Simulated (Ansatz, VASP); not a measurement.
## Two plane-wave programs on Be

```xyz
8
Lattice="1.1287 -1.9550 0.0000 -3.3862 -1.9550 0.0000 0.0000 0.0000 -7.1044" Properties=species:S:1:pos:R:3 pbc="T T T"
Be   -2.2575   -2.6067   -4.4402
Be   -2.2575   -2.6067   -0.8880
Be    0.0000   -2.6067   -4.4402
Be    0.0000   -2.6067   -0.8880
Be   -1.1287   -3.2584   -6.2163
Be   -1.1287   -3.2584   -2.6641
Be    0.0000   -1.3034   -6.2163
Be    0.0000   -1.3034   -2.6641
```

Alike in both runs: task single point; functional PBEsol; k mesh 10 × 6 × 4; occupations gaussian, width 0.1 eV; no spin polarisation.

|  | VASP | Ansatz |
| --- | --- | --- |
| version | VASP 6.6.1 | Ansatz 0.2.0 |
| potentials or method | VASP PAW PBE potentials, release 64 (Be), cutoff 520 eV | scalar-relativistic, plane waves, PAW |
| valence electrons in the cell | 16 | 16 |

```tsv
	VASP	Ansatz	Ansatz less VASP
gap on the k mesh at the Fermi level (eV)	none	none	-
pressure (GPa)	0.4	0.0	-0.38
traceless stress, the component that is largest in VASP (GPa)	-1.35	-1.40	-0.048
rms of the force components (eV/Å)	0.016	0.016	0.0000
```

VASP's potentials were made for PBE, not for PBEsol. Atom by atom the forces differ by 0.000 eV/Å (rms over components). A gap of «none» marks a metal or a gap that the smearing closes.
